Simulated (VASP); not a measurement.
A run of VASP 6.6.1 is set up as follows.

INCAR

```
ALGO = Normal
EDIFF = 1E-7
ENCUT = 520
GGA = PE
ISIF = 2
ISMEAR = -1
LASPH = T
LCHARG = F
LREAL = F
LWAVE = F
NBANDS = 12
NELM = 60
PREC = Accurate
SIGMA = 0.1
```

The input KPOINTS:

```
k-points
0
Gamma
  12 12 12
```

The input POSCAR:

```
Y
1.0
   -1.9383719831      1.9383719831      1.9383719831
    1.9383719831     -1.9383719831      1.9383719831
    1.9383719831      1.9383719831     -1.9383719831
Y
1
Direct
    0.0000000000      0.0000000000      0.0000000000
```

Potentials or basis: VASP PAW PBE potentials, release 64 (Y_sv).

Command:

```bash
$ cat potpaw_PBE.64/Y_sv/POTCAR > POTCAR
$ mpirun -np 1 vasp_std > vasp.out
```

(1) What does it give for the pressure?

(2) Estimate the band gap on the k mesh.

## Answers

(1) 5.8 GPa.

(2) zero (an odd number of electrons rules out a gap without spin polarisation).

Caveat: the cell stands under pressure.
